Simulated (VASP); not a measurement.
Here is a VASP 6.6.1 calculation.

Contents of INCAR:

```
SYSTEM = AlNi
PREC     = Accurate       ! precision mode
ENCUT    = 520            ! plane-wave cutoff, eV
EDIFF    = 1E-6           ! SCF threshold, eV
ISMEAR   = 0              ! smearing method
SIGMA    = 0.15           ! smearing width, eV
LREAL    = .FALSE.        ! projectors in reciprocal space
LASPH    = .TRUE.         ! aspherical terms in the spheres
NELM     = 100            ! most SCF steps
ALGO     = Fast           ! electronic algorithm
ISIF     = 2              ! what is computed and relaxed
LWAVE    = .FALSE.        ! write WAVECAR
LCHARG   = .TRUE.         ! write CHGCAR
GGA      = PE             ! functional
LELF     = .TRUE.         ! ELF
LVHAR    = .TRUE.       
NBANDS   = 14             ! bands
```

Contents of KPOINTS:

```
regular mesh
0
G
  20 20 20
  0 0 0
```

POSCAR

```
AlNi
1.0
    2.8930835326      0.0000000000      0.0144654177
    0.0000000000      2.8930835326      0.0000000000
    0.0144654177      0.0000000000      2.8930835326
Al Ni
1 1
Direct
    0.0000000000      0.0000000000      0.0000000000
    0.5000000000      0.5000000000      0.5000000000
```

Potentials or basis: VASP PAW PBE potentials, release 64 (Al, Ni).

Command:

```bash
$ cat potpaw_PBE.64/Al/POTCAR potpaw_PBE.64/Ni/POTCAR > POTCAR
$ mpirun -np 1 vasp_std > vasp.out
```

Q: Predict the pressure.

A: -0.1 GPa.

Q: Estimate the band gap on the k mesh.

A: Zero (an odd number of electrons rules out a gap without spin polarisation).

Stress tensor (GPa, compression positive):
```
-0.10  0.00 -1.15
 0.00 -0.09  0.00
-1.15  0.00 -0.10
```

Caveat: the cell differs from its parent crystal (strain +0.0100 x Voigt [0, 0, 0, 0, 1, 0]). Spin polarisation is off, so any magnetic state and its effect on volume and gap are missing.
